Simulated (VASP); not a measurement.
# Y (P6/mmm) in VASP: further runs

Runs on Y. Level: PBE. Tasks: single point, relaxation of cell and atoms.

Everything below comes from runs of VASP 6.6.1. Logs are shortened: lines on timing, memory, paths and dates and some standing lists are left out, and cuts for length are marked.

### 1 The cell of the first run

Symmetry: P6/mmm, No. 191, hexagonal system. Conventional cell: a = 6.040 Å, b = 6.040 Å, c = 3.703 Å, α = 90.00°, β = 90.00°, γ = 120.00°. Y (site symmetry 6/mmm) has 14 Y at 3.70 to 3.95 Å within 4.9 Å. Y (site symmetry -6m2) has 11 Y at 3.49 to 3.95 Å within 4.6 Å.

### 2 Single point, PBE

Input file INCAR:

```
ALGO = Normal
EDIFF = 1E-6
ENCUT = 520
GGA = PE
ISIF = 2
ISMEAR = 0
LASPH = T
LCHARG = T
LELF = T
LREAL = F
LVHAR = T
LWAVE = F
NBANDS = 24
NELM = 100
PREC = Accurate
SIGMA = 0.1
```

Input file KPOINTS:

```
k-points
0
Gamma
  6 6 6
```

Input file POSCAR:

```
Y
1.0
    6.0404513334      0.0000000000      0.0000000000
   -3.0202256667      5.2311843050      0.0000000000
    0.0000000000      0.0000000000      3.7030592957
Y
3
Direct
    0.0000000000      0.0000000000      0.0000000000
    0.3333333333      0.6666666667      0.5000000000
    0.6666666667      0.3333333333      0.5000000000
```

Potentials or basis: VASP PAW PBE potentials, release 64 (Y_sv).

Run with:

```
cat potpaw_PBE.64/Y_sv/POTCAR > POTCAR
mpirun -np 1 vasp_std > vasp.out
```

OUTCAR:

```text
EDIFF = 1E-6
   ENCUT = 520
   GGA = PE
   ISIF = 2
   ISMEAR = 0
   LASPH = T
   LREAL = F
   NELM = 100
   PREC = Accurate

 ion  position               nearest neighbor table
   1  0.000  0.000  0.000-   2 3.95   3 3.95   2 3.95   3 3.95   2 3.95   2 3.95   3 3.95   3 3.95
                             3 3.95   3 3.95   2 3.95   2 3.95
   2  0.333  0.667  0.500-   3 3.49   3 3.49   3 3.49   1 3.95   1 3.95   1 3.95   1 3.95   1 3.95
                             1 3.95
   3  0.667  0.333  0.500-   2 3.49   2 3.49   2 3.49   1 3.95   1 3.95   1 3.95   1 3.95   1 3.95
                             1 3.95

  LATTYP: Found a hexagonal cell.
 ALAT       =     6.0404513334
 C/A-ratio  =     0.6130434783

  Lattice vectors:

 A1 = (   6.0404513334,   0.0000000000,   0.0000000000)
 A2 = (  -3.0202256667,   5.2311843050,   0.0000000000)
 A3 = (   0.0000000000,   0.0000000000,   3.7030592957)

Analysis of symmetry for initial positions (statically):
=====================================================================
 Subroutine PRICEL returns:
 Original cell was already a primitive cell.

 Routine SETGRP: Setting up the symmetry group for a
 hexagonal supercell.

 Subroutine GETGRP returns: Found 24 space group operations
 (whereof 24 operations were pure point group operations)
 out of a pool of 24 trial point group operations.

The static configuration has the point symmetry D_6h.

Analysis of symmetry for dynamics (positions and initial velocities):
=====================================================================
 Subroutine PRICEL returns:
 Original cell was already a primitive cell.

 Routine SETGRP: Setting up the symmetry group for a
 hexagonal supercell.

 Subroutine GETGRP returns: Found 24 space group operations
 (whereof 24 operations were pure point group operations)
 out of a pool of 24 trial point group operations.

The dynamic configuration has the point symmetry D_6h.

 Subroutine INISYM returns: Found 24 space group operations
 (whereof 24 operations are pure point group operations),
 and found     1 'primitive' translations

[... 89 lines left out ...]
   ICHARG =      2    charge: 1-file 2-atom 10-const
   ISPIN  =      1    spin polarized calculation?
   LNONCOLLINEAR =      F non collinear calculations
   LSORBIT =      F    spin-orbit coupling
   LASPH  =      T    aspherical Exc in radial PAW
   ENCUT  =  520.0 eV  38.22 Ry    6.18 a.u.  11.23 11.23  6.89*2*pi/ulx,y,z
   NELM   =    100;   NELMIN=  2; NELMDL= -5     # of ELM steps
   EDIFF  = 0.1E-05   stopping-criterion for ELM
   LREAL  =      F    real-space projection
   EDIFFG = 0.1E-04   stopping-criterion for IOM
   NSW    =      0    number of steps for IOM
   IBRION =     -1    ionic relax: 0-MD 1-quasi-New 2-CG
   NFREE  =      0    steps in history (QN), initial steepest desc. (CG)
   ISIF   =      2    stress and relaxation
   ISYM   =      2    0-nonsym 1-usesym 2-fastsym
   POTIM  = 0.5000    time-step for ionic-motion
   TEBEG  =    0.0;   TEEND  =   0.0 temperature during run
   PSTRESS=    0.0 pullay stress
   NELECT =      33.0000    total number of electrons
   NUPDOWN=      -1.0000    fix difference up-down
   EMIN   =  10.00;   EMAX   =-10.00  energy-range for DOS
   EFERMI =   0.00;   METHOD = LEGACY
   ISMEAR =     0;   SIGMA  =   0.10  broadening in eV -4-tet -1-fermi 0-gaus
   EFERMI_NEDOS =   21; number of points for ismear=-14 and -15
   IALGO  =     38    algorithm
   IMIX   =      4    mixing-type and parameters
     AMIX     =   0.40;   BMIX     =  1.00
     AMIX_MAG =   1.60;   BMIX_MAG =  1.00
  volume/ion in A,a.u.               =      39.00       263.21
  Fermi-wavevector in a.u.,A,eV,Ry     =   1.073584  2.028780 15.681845  1.152583
  Thomas-Fermi vector in A             =   2.209388
   LORBIT       =      0    0 simple, 1 ext, 2 COOP (PROOUT), +10 PAW based schemes
   GGA     = PE    functional components
   LHFCALC =     F    Hartree Fock is set to
   AEXX    =    0.0000 exact exchange contribution
   IVDW    =     0    specifies the selected vdW correction
   LEPSILON=     F    determine dielectric tensor
   LRPA    =     F    only Hartree local field effects (RPA)
 non-spin polarized calculation
 Gauss-broadening in eV      SIGMA  =   0.10
  energy-cutoff  :      520.00
  volume of cell :      117.01
 maximum number of plane-waves:      3183
 NGX is ok and might be reduce to    48
   NGX = 23   NGY = 23   NGZ = 13

 number of electron      33.0000003 magnetization

 Free energy of the ion-electron system (eV)
  ---------------------------------------------------
  ext. energy  EPLUGINS =         0.00000000
  ---------------------------------------------------
  free energy    TOTEN  =       -18.72606358 eV

  energy without entropy =      -18.68769495  energy(sigma->0) =      -18.70687926

 E-fermi :   2.2105     XC(G=0):  -8.7885

 val. band max:        2.1948969287   @ k =   0.1667   0.1667   0.0000
 cond. band min:       2.2179131478   @ k =   0.5000   0.0000   0.5000
 fundamental gap:      0.0230162191
 Fermi energy:         2.2105046335

 k-point     1 :       0.0000    0.0000    0.0000
  band No.  band energies     occupation
      1     -40.9835      2.00000
      2     -40.9465      2.00000
      3     -40.9353      2.00000
      4     -21.0259      2.00000
      5     -21.0259      2.00000
      6     -20.9286      2.00000
[... 637 lines left out ...]
     23       5.1162      0.00000
     24       5.4229      0.00000

 [... further k-points ...]

------------------------ aborting loop because EDIFF is reached ----------------------------------------

  FORCE on cell =-STRESS in cart. coord.  units (eV):
  Direction    XX          YY          ZZ          XY          YZ          ZX
  --------------------------------------------------------------------------------------
  -------------------------------------------------------------------------------------
  Total       -4.3120381     -4.3120381     -3.2676493      0.0000000      0.0000000      0.0000000
  in kB      -59.0422768    -59.0422768    -44.7420567      0.0000000      0.0000000      0.0000000
  external PRESSURE =     -54.2755368 kB  Pullay stress =       0.0000000 kB

 VOLUME and BASIS-vectors are now :
 -----------------------------------------------------------------------------
  energy-cutoff  :      520.00
  volume of cell :      117.01
      direct lattice vectors                 reciprocal lattice vectors
     6.040451333  0.000000000  0.000000000     0.165550543  0.095580651  0.000000000
    -3.020225667  5.231184305  0.000000000     0.000000000  0.191161301  0.000000000
     0.000000000  0.000000000  3.703059296     0.000000000  0.000000000  0.270046986

 POSITION                                       TOTAL-FORCE (eV/Angst)
 -----------------------------------------------------------------------------------
      0.00000      0.00000      0.00000         0.000000      0.000000      0.000000
     -0.00000      3.48746      1.85153        -0.000000     -0.000000     -0.000000
      3.02023      1.74373      1.85153         0.000000      0.000000      0.000000
 -----------------------------------------------------------------------------------
    total drift:                               -0.000000      0.000000     -0.000000

  FREE ENERGIE OF THE ION-ELECTRON SYSTEM (eV)
  ---------------------------------------------------
  free  energy   TOTEN  =       -18.7260635788 eV

  energy  without entropy=      -18.6876949496  energy(sigma->0) =      -18.70687926
```

OSZICAR:

```text
N       E                     dE             d eps       ncg     rms          rms(c)
DAV:   1     0.147610119216E+03    0.14761E+03   -0.15745E+04  1344   0.126E+03
DAV:   2    -0.535233816574E+01   -0.15296E+03   -0.14731E+03  1576   0.290E+02
DAV:   3    -0.189921415095E+02   -0.13640E+02   -0.13186E+02  2552   0.476E+01
DAV:   4    -0.196080798881E+02   -0.61594E+00   -0.61448E+00  1896   0.112E+01
DAV:   5    -0.196240859981E+02   -0.16006E-01   -0.16005E-01  2088   0.154E+00    0.369E+01
DAV:   6    -0.189112469173E+02    0.71284E+00   -0.87381E-01  1456   0.482E+00    0.223E+01
DAV:   7    -0.187390257806E+02    0.17222E+00   -0.15186E+00  1632   0.586E+00    0.210E+00
DAV:   8    -0.187275450458E+02    0.11481E-01   -0.24878E-01  1680   0.234E+00    0.115E+00
DAV:   9    -0.187265989242E+02    0.94612E-03   -0.14175E-02  2152   0.761E-01    0.484E-01
DAV:  10    -0.187263212832E+02    0.27764E-03   -0.10168E-02  1776   0.610E-01    0.227E-01
DAV:  11    -0.187260623244E+02    0.25896E-03   -0.12690E-03  1680   0.196E-01    0.561E-02
DAV:  12    -0.187260630531E+02   -0.72879E-06   -0.60215E-05  2024   0.458E-02    0.133E-02
DAV:  13    -0.187260645635E+02   -0.15103E-05   -0.48612E-06  1888   0.133E-02    0.743E-03
DAV:  14    -0.187260635788E+02    0.98470E-06   -0.90016E-07  1120   0.743E-03
   1 F= -.18726064E+02 E0= -.18706879E+02  d E =-.383686E-01
```

stdout:

```text
POSCAR found type information on POSCAR Y
 POSCAR found :  1 types and       3 ions
 scaLAPACK will be used
 LDA part: xc-table for (Slater+PW92), standard interpolation
 POSCAR, INCAR and KPOINTS ok, starting setup
 FFT: planning ... GRIDC
 FFT: planning ... GRID_SOFT
 FFT: planning ... GRID
 WAVECAR not read
 entering main loop
```

Wall time 37 s (1 thread of Intel Xeon 6975P-C (Granite Rapids), shared host); peak memory 0.27 GiB.

Results:

* Free energy: -18.7261 eV
* Pressure: -5.4 GPa

### 3 Relaxation of cell and atoms, PBE

Input file INCAR:

```
PREC = Accurate
ENCUT = 600
EDIFF = 1E-7
ISMEAR = 0
SIGMA = 0.1
LREAL = False
LASPH = True
NELM = 60
ALGO = Fast
ISIF = 3
LWAVE = False
LCHARG = False
GGA = PE
IBRION = 2
NSW = 90
EDIFFG = -0.04
```

Input file KPOINTS:

```
regular mesh
0
Gamma
  3 3 6
```

POSCAR is that of step 2.

Potentials or basis: VASP PAW PBE potentials, release 64 (Y_sv).

Run with:

```
cat potpaw_PBE.64/Y_sv/POTCAR > POTCAR
mpirun -np 1 vasp_std > vasp.out
```

It took 2.6 min on 1 thread of Intel Xeon 6975P-C (Granite Rapids), shared host; peak memory 0.28 GiB.

It converged, with:

```
Free energy                            : -19.1125 eV
Relaxed volume                         : 32.21 Å³/atom
Relaxed cell                           : a = 5.627 Å, b = 5.627 Å, c = 3.524 Å, α = 90.00°, β = 90.00°, γ = 120.00°
Space group after relaxing (to 0.05 Å) : P6/mmm (No. 191)
Energy gained by relaxing              : 136.7 meV/atom
Ionic steps                            : 3
Pressure after relaxing                : 0.0 GPa
```

Stress tensor (GPa, compression positive):
```
 0.11  0.00  0.00
 0.00  0.11  0.00
 0.00  0.00 -0.13
```

The path:
| step | energy change (eV) | largest force (eV/Å) | pressure (GPa) | volume (Å³) |
| --- | --- | --- | --- | --- |
| 1 | 0.0000 | 0.0000 | -5.46 | 117.01 |
| 2 | -0.4095 | 0.0000 | 0.30 | 95.91 |
| 3 | -0.4102 | 0.0000 | 0.03 | 96.63 |

Final structure:
```
CELL_PARAMETERS angstrom
5.62657 0.00000 0.00000
-2.81329 4.87275 0.00000
0.00000 0.00000 3.52434
ATOMIC_POSITIONS crystal
Y 0.00000 0.00000 0.00000
Y 0.33333 0.66667 0.50000
Y 0.66667 0.33333 0.50000
```

Levels at points of the mesh, in eV from the Fermi level:
| k point | band 14 | band 15 | band 16 | band 17 | band 18 | band 19 |
| --- | --- | --- | --- | --- | --- | --- |
| (0.00, 0.00, 0.00) | -1.04 | 0.07 | 0.07 | 0.11 | 0.11 | 0.45 |
| (0.00, 0.00, 0.50) | -1.15 | -1.12 | -1.12 | -0.66 | -0.66 | 1.71 |

Caveat: the k points lie up to 0.43 Å⁻¹ apart in the final cell; the volume moved by over 15 % at a fixed basis, so the end points are rough.

(Continued in part 2 of 2.)
